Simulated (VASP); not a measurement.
## BiC3N3: single point with PBE

BiC3N3, in a box:

```
Bi C N
1.0
    13.35000    0.00000    0.00000
     0.00000   14.02000    0.00000
     0.00000    0.00000   10.76000
Bi C N
1 3 3
Cartesian
  5.9502 7.0119 6.2634
  7.8119 7.0119 5.0295
  8.8507 7.0119 4.5000
  5.0194 8.6241 5.0295
  4.5000 9.5238 4.5000
  5.0194 5.3997 5.0295
  4.5000 4.5000 4.5000
```

```
Program                : VASP 6.6.1
Task                   : single point
Functional             : PBE
Potentials or basis    : VASP PAW PBE potentials, release 64 (Bi_d, C, N)
Cutoff                 : 520 eV
k mesh                 : 1 × 1 × 1
Occupations            : gaussian, width 0.01 eV
Spin                   : non-collinear spin, zero start, spin-orbit coupling
Starting moments       : [[0.0, 0.0, 0.0], [0.0, 0.0, 0.0], [0.0, 0.0, 0.0], [0.0, 0.0, 0.0], [0.0, 0.0, 0.0], [0.0, 0.0, 0.0], [0.0, 0.0, 0.0]] μB
Dipole correction      : no
Further INCAR settings : ALGO = Normal; EDIFF = 1e-06; NBANDS = 59
```

The largest force is 0.417 eV/Å, the net moment is 0.00 μB per cell and the valence electrons inside the program's atomic spheres are Bi 12.78; C 2.64; N 3.78.

Forces in eV/Å, atoms in the order of the input:
```
Bi  -0.010  0.000 -0.044
C   -0.364  0.000  0.185
C    0.186 -0.321  0.190
C    0.186  0.321  0.190
N    0.334  0.000 -0.172
N   -0.166  0.289 -0.174
N   -0.166 -0.289 -0.174
```

Moments on the atoms (μB; x, y, z):
```
Bi  0.00 0.00 0.00
C   0.00 0.00 0.00
C   0.00 0.00 0.00
C   0.00 0.00 0.00
N   0.00 0.00 0.00
N   0.00 0.00 0.00
N   0.00 0.00 0.00
```

Run time: 41 min on 1 thread of Intel Xeon 8259CL (shared host), peak memory 4.5 GiB.
